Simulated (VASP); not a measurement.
Runs of VASP 6.6.1 on Zn3Ag. The structure is that of space group P-6m2 (No. 187), or close to it. The cells are those of the table. 

```csv
cell,gap on the mesh (eV),pressure (GPa),largest force (eV/Å)
"a = 2.847, b = 2.847, c = 8.558 Å, angles 90.0, 90.0, 120.0°, 4 atoms",none,-5.7,0.02
"a = 2.884, b = 2.884, c = 8.671 Å, angles 90.0, 90.0, 120.0°, 4 atoms",none,-8.6,(b)
"a = 2.789, b = 2.789, c = 8.384 Å, angles 90.0, 90.0, 120.0°, 4 atoms",none,0.6,0.04
"a = 2.828, b = 2.828, c = 8.501 Å, angles 90.0, 90.0, 120.0°, 4 atoms",none,(a),-
"a = 2.809, b = 2.809, c = 8.443 Å, angles 90.0, 90.0, 120.0°, 4 atoms",none,-1.8,0.02
```

Alike in all rows: task single point; level LDA; potentials or basis VASP PAW LDA potentials, release 64 (Zn, Ag); no spin polarisation; k mesh 9 × 9 × 3; cutoff (eV) 520; smearing fermi-dirac 0.1 eV.

Problem. Estimate the missing entries.

Solution. (a) -3.9; (b) 0.06.

A k mesh can miss the band edges, and the runs leave out spin-orbit coupling on Ag.

A gap of «none» marks levels without a gap at the run's occupations.
